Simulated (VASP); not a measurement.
TaN (WC type), 2 atoms in the cell. Symmetry: P-6m2, No. 187, hexagonal system. The conventional cell has a = 2.484 Å, b = 2.484 Å, c = 2.527 Å, α = 90.00°, β = 90.00°, γ = 120.00°. Within 2.6 Å of Ta (site symmetry -6m2) lie 6 N at 1.91 Å and 8 Ta at 2.48 to 2.53 Å. N (site symmetry -6m2) has 6 Ta at 1.91 Å and 8 N at 2.48 to 2.53 Å within 2.6 Å. 

```yaml
Program: VASP 6.6.1
Task: relaxation of cell and atoms
Functional: PBE
Potentials_or_basis: VASP PAW PBE potentials, release 64 (Ta_pv, N)
Cutoff: 600 eV
k_mesh: 18 × 18 × 16
Occupations: fermi-dirac, width 0.1 eV
Spin: no spin polarisation
Target_pressure: 440 GPa
Dipole_correction: no
Further_INCAR_settings: ALGO = Normal; EDIFF = 1e-06; IBRION = 2; EDIFFG = -0.005; NSW = 32; ISIF = 3
```

Potentials or basis: VASP PAW PBE potentials, release 64 (Ta_pv, N).

Command:

```sh
$ cat potpaw_PBE.64/Ta_pv/POTCAR potpaw_PBE.64/N/POTCAR > POTCAR
$ mpirun -np 1 vasp_std > vasp.out
```

Hardware: 1 thread of Intel Xeon 8259CL, with other jobs on the host.

Q: Estimate the wall time of this run.

A: Run time: 2.2 min on 1 thread of Intel Xeon 8259CL (shared host), peak memory 0.2 GiB. Counts: scf iterations 30, k points 333, ion steps 4.
